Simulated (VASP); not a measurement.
# Cr (Fm-3m) in VASP: further runs

Cr is run at these levels: LDA; tasks: single point.

All numbers are computed with VASP 6.6.1; they aren't measurements. Logs are shortened: lines on timing, memory, paths and dates and some standing lists are left out, and cuts for length are marked.

### 1 The cell of the first run

The structure is cubic, space group Fm-3m (No. 225). Conventional cell: a = 3.592 Å, b = 3.592 Å, c = 3.592 Å, α = 90.00°, β = 90.00°, γ = 90.00°. Cr (site symmetry m-3m) has 12 Cr at 2.54 Å within 3.4 Å.

### 2 Single point, LDA (volume scaled by 1.04)

Input file INCAR:

```
PREC     = Accurate       # precision mode
ENCUT    = 500            # plane-wave cutoff, eV
EDIFF    = 1E-6           # SCF threshold, eV
ISMEAR   = -1             # smearing method
SIGMA    = 0.1            # smearing width, eV
LREAL    = False          # projectors in reciprocal space
LASPH    = True           # aspherical terms in the spheres
NELM     = 120            # most SCF steps
ALGO     = Normal         # electronic algorithm
ISIF     = 2              # what is computed and relaxed
LWAVE    = False          # write WAVECAR
LCHARG   = False          # write CHGCAR
NBANDS   = 12             # bands
GGA_COMPAT= False
```

Input file KPOINTS:

```
regular mesh
0
Gamma
  25 25 25
```

Input file POSCAR:

```
Cr
1.0
    0.0000000000      1.7959926401      1.7959926401
    1.7959926401      0.0000000000      1.7959926401
    1.7959926401      1.7959926401      0.0000000000
Cr
1
Direct
    0.0000000000      0.0000000000      0.0000000000
```

Potentials or basis: VASP PAW LDA potentials, release 64 (Cr_pv).

Launch:

```sh
> cat potpaw_LDA.64/Cr_pv/POTCAR > POTCAR
> mpirun -np 1 vasp_std > vasp.out
```

OUTCAR:

```text
PREC = Accurate
   ENCUT = 500
   EDIFF = 1E-6
   ISMEAR = -1
   LREAL = False
   LASPH = True
   NELM = 120
   ISIF = 2

 ion  position               nearest neighbor table
   1  0.000  0.000  0.000-

  LATTYP: Found a face centered cubic cell.
 ALAT       =     3.5919852802

  Lattice vectors:

 A1 = (   0.0000000000,   1.7959926401,   1.7959926401)
 A2 = (   1.7959926401,   0.0000000000,   1.7959926401)
 A3 = (   1.7959926401,   1.7959926401,   0.0000000000)

Analysis of symmetry for initial positions (statically):
=====================================================================
 Subroutine PRICEL returns:
 Original cell was already a primitive cell.

 Routine SETGRP: Setting up the symmetry group for a
 face centered cubic supercell.

 Subroutine GETGRP returns: Found 48 space group operations
 (whereof 48 operations were pure point group operations)
 out of a pool of 48 trial point group operations.

The static configuration has the point symmetry O_h .

Analysis of symmetry for dynamics (positions and initial velocities):
=====================================================================
 Subroutine PRICEL returns:
 Original cell was already a primitive cell.

 Routine SETGRP: Setting up the symmetry group for a
 face centered cubic supercell.

 Subroutine GETGRP returns: Found 48 space group operations
 (whereof 48 operations were pure point group operations)
 out of a pool of 48 trial point group operations.

The dynamic configuration has the point symmetry O_h .

 Subroutine INISYM returns: Found 48 space group operations
 (whereof 48 operations are pure point group operations),
 and found     1 'primitive' translations

----------------------------------------------------------------------------------------

                                     Primitive cell

  volume of cell :      11.5863

  direct lattice vectors                    reciprocal lattice vectors
     0.000000000  1.795992640  1.795992640    -0.278397577  0.278397577  0.278397577
     1.795992640  0.000000000  1.795992640     0.278397577 -0.278397577  0.278397577
     1.795992640  1.795992640  0.000000000     0.278397577  0.278397577 -0.278397577

  length of vectors
     2.539917150  2.539917150  2.539917150     0.482198749  0.482198749  0.482198749

  position of ions in fractional coordinates (direct lattice)
     0.000000000  0.000000000  0.000000000

  ion indices of the primitive-cell ions
   primitive index   ion index
[... 79 lines left out ...]
   ISIF   =      2    stress and relaxation
   ISYM   =      2    0-nonsym 1-usesym 2-fastsym
   POTIM  = 0.5000    time-step for ionic-motion
   TEBEG  =    0.0;   TEEND  =   0.0 temperature during run
   PSTRESS=    0.0 pullay stress
   NELECT =      12.0000    total number of electrons
   NUPDOWN=      -1.0000    fix difference up-down
   EMIN   =  10.00;   EMAX   =-10.00  energy-range for DOS
   EFERMI =   0.00;   METHOD = LEGACY
   ISMEAR =    -1;   SIGMA  =   0.10  broadening in eV -4-tet -1-fermi 0-gaus
   EFERMI_NEDOS =   21; number of points for ismear=-14 and -15
   IALGO  =     38    algorithm
   IMIX   =      4    mixing-type and parameters
     AMIX     =   0.40;   BMIX     =  1.00
     AMIX_MAG =   1.60;   BMIX_MAG =  1.00
  volume/ion in A,a.u.               =      11.59        78.19
  Fermi-wavevector in a.u.,A,eV,Ry     =   1.656357  3.130061 37.327849  2.743520
  Thomas-Fermi vector in A             =   2.744296
   LORBIT       =      0    0 simple, 1 ext, 2 COOP (PROOUT), +10 PAW based schemes
   GGA     = CA    functional components
   LHFCALC =     F    Hartree Fock is set to
   AEXX    =    0.0000 exact exchange contribution
   IVDW    =     0    specifies the selected vdW correction
   LEPSILON=     F    determine dielectric tensor
   LRPA    =     F    only Hartree local field effects (RPA)
 non-spin polarized calculation
  energy-cutoff  :      500.00
  volume of cell :       11.59
 maximum number of plane-waves:       306
   NGX =  9   NGY =  9   NGZ =  9

 number of electron      12.0000008 magnetization

 Free energy of the ion-electron system (eV)
  ---------------------------------------------------
  ext. energy  EPLUGINS =         0.00000000
  ---------------------------------------------------
  free energy    TOTEN  =       -10.22888426 eV

  energy without entropy =      -10.17193988  energy(sigma->0) =      -10.20041207

 E-fermi :  10.4903     XC(G=0): -13.9697

 val. band max:       10.4892540089   @ k =   0.1600   0.1200   0.0000
 cond. band min:      10.4909937116   @ k =  -0.4800   0.1200   0.0000
 fundamental gap:      0.0017397027
 Fermi energy:        10.4903496416

 k-point     1 :       0.0000    0.0000    0.0000
  band No.  band energies     occupation
      1     -31.4369      2.00000
      2     -31.4369      2.00000
      3     -31.4369      2.00000
      4       2.9749      2.00000
      5      10.0361      1.97892
      6      10.0361      1.97892
      7      10.0361      1.97892
      8      11.8156      0.00000
      9      11.8156      0.00000
     10      16.2766      0.00000
     11      30.5140      0.00000
     12      36.1876      0.00000
[... 331 lines left out ...]
 k-point    24 :       0.4400    0.0400    0.0000
  band No.  band energies     occupation
      1     -32.3260      2.00000
      2     -31.5586      2.00000
      3     -31.5567      2.00000
      4       6.5057      2.00000
      5       9.8652      1.99615
      6       9.9826      1.98761
      7      10.7950      0.09070
      8      13.0293      0.00000
      9      13.0747      0.00000
     10      16.2745      0.00000
     11      21.0464      0.00000
     12      29.6810      0.00000

 [... further k-points ...]

------------------------ aborting loop because EDIFF is reached ----------------------------------------

  FORCE on cell =-STRESS in cart. coord.  units (eV):
  Direction    XX          YY          ZZ          XY          YZ          ZX
  --------------------------------------------------------------------------------------
  -------------------------------------------------------------------------------------
  Total       -0.7242841     -0.7242841     -0.7242841      0.0000000      0.0000000      0.0000000
  in kB     -100.1557526   -100.1557526   -100.1557526      0.0000000      0.0000000      0.0000000
  external PRESSURE =    -100.1557526 kB  Pullay stress =       0.0000000 kB

 VOLUME and BASIS-vectors are now :
 -----------------------------------------------------------------------------
  energy-cutoff  :      500.00
  volume of cell :       11.59
      direct lattice vectors                 reciprocal lattice vectors
     0.000000000  1.795992640  1.795992640    -0.278397577  0.278397577  0.278397577
     1.795992640  0.000000000  1.795992640     0.278397577 -0.278397577  0.278397577
     1.795992640  1.795992640  0.000000000     0.278397577  0.278397577 -0.278397577

 POSITION                                       TOTAL-FORCE (eV/Angst)
 -----------------------------------------------------------------------------------
      0.00000      0.00000      0.00000         0.000000      0.000000     -0.000000
 -----------------------------------------------------------------------------------
    total drift:                                0.000000      0.000000      0.000000

  FREE ENERGIE OF THE ION-ELECTRON SYSTEM (eV)
  ---------------------------------------------------
  free  energy   TOTEN  =       -10.2288842643 eV

  energy  without entropy=      -10.1719398796  energy(sigma->0) =      -10.20041207
```

OSZICAR:

```text
N       E                     dE             d eps       ncg     rms          rms(c)
DAV:   1     0.779688231304E+02    0.77969E+02   -0.69040E+03 10960   0.116E+03
DAV:   2    -0.106675780354E+02   -0.88636E+02   -0.85371E+02 11076   0.293E+02
DAV:   3    -0.118716186089E+02   -0.12040E+01   -0.11967E+01 12144   0.412E+01
DAV:   4    -0.118779065607E+02   -0.62880E-02   -0.62877E-02 12080   0.297E+00
DAV:   5    -0.118779825237E+02   -0.75963E-04   -0.75964E-04 11972   0.301E-01    0.110E+01
DAV:   6    -0.102713171806E+02    0.16067E+01   -0.41095E+00 11536   0.357E+01    0.150E+00
DAV:   7    -0.102428781403E+02    0.28439E-01   -0.96110E-02 11332   0.470E+00    0.731E-01
DAV:   8    -0.102289899293E+02    0.13888E-01   -0.38275E-03 12328   0.974E-01    0.125E-01
DAV:   9    -0.102288694367E+02    0.12049E-03   -0.70681E-04 11144   0.435E-01    0.163E-02
DAV:  10    -0.102288843405E+02   -0.14904E-04   -0.63265E-06 12004   0.273E-02    0.291E-03
DAV:  11    -0.102288842643E+02    0.76210E-07   -0.11761E-07  6056   0.508E-03
   1 F= -.10228884E+02 E0= -.10200412E+02  d E =-.569444E-01
```

stdout:

```text
POSCAR found type information on POSCAR Cr
 POSCAR found :  1 types and       1 ions
 scaLAPACK will be used
 LDA part: xc-table for (Slater(with rela. corr.)+CA(PZ))
 , standard interpolation
 POSCAR, INCAR and KPOINTS ok, starting setup
 FFT: planning ... GRIDC
 FFT: planning ... GRID_SOFT
 FFT: planning ... GRID
 WAVECAR not read
 entering main loop
```

Run time: 50 s. Hardware: 1 thread of Intel Xeon Platinum 8259CL at 2.50GHz (Skylake/Cascade Lake), shared host; peak memory 0.16 GiB.

What came out:

```
Free energy            : -10.2289 eV
Pressure               : -10.0 GPa
Band gap on the k mesh : zero (band 6 reaches 13.03 eV, above the bottom of band 7 at 10.04 eV)
```

Levels at points of the mesh, in eV from the Fermi level:
```
           k point  band 4  band 5  band 6  band 7  band 8  band 9
(0.00, 0.00, 0.00)   -7.52   -0.45   -0.45   -0.45    1.33    1.33
```

Caveat: the cell differs from its parent crystal (volume scaled by 1.04); the run has no spin polarisation, though such a crystal can be magnetic. Spin polarisation is off, so any magnetic state and its effect on volume and gap are missing.

### 3 Single point, LDA (volume scaled by 1.12)

Input file INCAR:

```
SYSTEM = Cr
PREC = Accurate
ENCUT = 500
EDIFF = 1E-6
ISMEAR = -1
SIGMA = 0.1
LREAL = .False.
LASPH = .True.
NELM = 120
ALGO = Normal
ISIF = 2
LWAVE = .False.
LCHARG = .False.
GGA = CA
NBANDS = 12
GGA_COMPAT = .False.
```

Input file KPOINTS:

```
Automatic mesh
0
Gamma
  25 25 25
  0 0 0
```

Input file POSCAR:

```
Cr
1.0
    0.0000000000      1.8409109476      1.8409109476
    1.8409109476      0.0000000000      1.8409109476
    1.8409109476      1.8409109476      0.0000000000
Cr
1
Direct
    0.0000000000      0.0000000000      0.0000000000
```

Potentials or basis: VASP PAW LDA potentials, release 64 (Cr_pv).

Launch:

```sh
> cat potpaw_LDA.64/Cr_pv/POTCAR > POTCAR
> mpirun -np 1 vasp_std > vasp.out
```

It took 55 s on 1 thread of Intel Xeon Platinum 8259CL at 2.50GHz (Skylake/Cascade Lake), shared host; peak memory 0.17 GiB.

Results (log left out):

```
Free energy            : -10.1306 eV
Pressure               : -24.7 GPa
Band gap on the k mesh : zero (band 6 reaches 11.77 eV, above the bottom of band 7 at 9.08 eV)
```

Levels at points of the mesh, in eV from the Fermi level:
| k point | band 4 | band 5 | band 6 | band 7 | band 8 | band 9 |
| --- | --- | --- | --- | --- | --- | --- |
| (0.00, 0.00, 0.00) | -7.27 | -0.40 | -0.40 | -0.40 | 1.19 | 1.19 |

Caveat: the cell differs from its parent crystal (volume scaled by 1.12); the run has no spin polarisation, though such a crystal can be magnetic. Spin polarisation is off, so any magnetic state and its effect on volume and gap are missing.

### 4 Single point, LDA, non-collinear spin, zero start, spin-orbit coupling

This run uses another cell than the first one, of 11.14 Å³/atom, 0.962 times its volume.

Input file INCAR:

```
SYSTEM = Cr
PREC     = Accurate       ! precision mode
ENCUT    = 500            ! plane-wave cutoff, eV
EDIFF    = 1E-6           ! SCF threshold, eV
ISMEAR   = -1             ! smearing method
SIGMA    = 0.1            ! smearing width, eV
LREAL    = .False.        ! projectors in reciprocal space
LASPH    = .True.         ! aspherical terms in the spheres
NELM     = 200            ! most SCF steps
ALGO     = Normal         ! electronic algorithm
ISIF     = 2              ! what is computed and relaxed
LWAVE    = .False.        ! write WAVECAR
LCHARG   = .False.        ! write CHGCAR
MAGMOM   = 0 0 0          ! initial moments
LORBIT   = 11             ! projections on sites
LSORBIT  = .True.         ! spin-orbit coupling
GGA_COMPAT= .False.      
LORBMOM  = .True.       
LMAXMIX  = 4              ! l up to which the mixer works
GGA      = CA             ! functional
NBANDS   = 23             ! bands
```

Input file KPOINTS:

```
regular mesh
0
Gamma
  15 15 15
  0 0 0
```

Input file POSCAR:

```
Cr
1.0
    0.0000000000      1.7726654200      1.7726654200
    1.7726654200      0.0000000000      1.7726654200
    1.7726654200      1.7726654200      0.0000000000
Cr
1
Direct
    0.0000000000      0.0000000000      0.0000000000
```

Launch:

```sh
> cat potpaw_LDA.64/Cr_pv/POTCAR > POTCAR
> mpirun -np 1 vasp_ncl > vasp.out
```

Run time: 66 s. Hardware: 1 thread of Intel Xeon Platinum 8259CL at 2.50GHz (Skylake/Cascade Lake), shared host; peak memory 0.16 GiB.

The run converged. Its results:

```
Free energy                                           : -10.2548 eV
Pressure                                              : -0.1 GPa
Net moment                                            : 0.00 μB per cell
Valence electrons inside the program's atomic spheres : Cr 11.16
```

Moments on the atoms (μB; x, y, z):
```
Cr  0.00 0.00 0.00
```

### 5 The runs side by side

```csv
spin,cell,k mesh,gap on the mesh (eV),pressure (GPa)
off,"a = 2.540 Å, angles 60.0°, 1 atom",25 × 25 × 25,none,-10.0
off,"a = 2.603 Å, angles 60.0°, 1 atom",25 × 25 × 25,none,-24.7
"non-collinear, zero start, SOC","a = 2.507 Å, angles 60.0°, 1 atom",15 × 15 × 15,-,-0.1
```

Alike in all rows: task single point; level LDA; potentials or basis VASP PAW LDA potentials, release 64 (Cr_pv); cutoff (eV) 500; smearing fermi-dirac 0.1 eV.

Absolute energies hang on the potentials; compare differences alone.
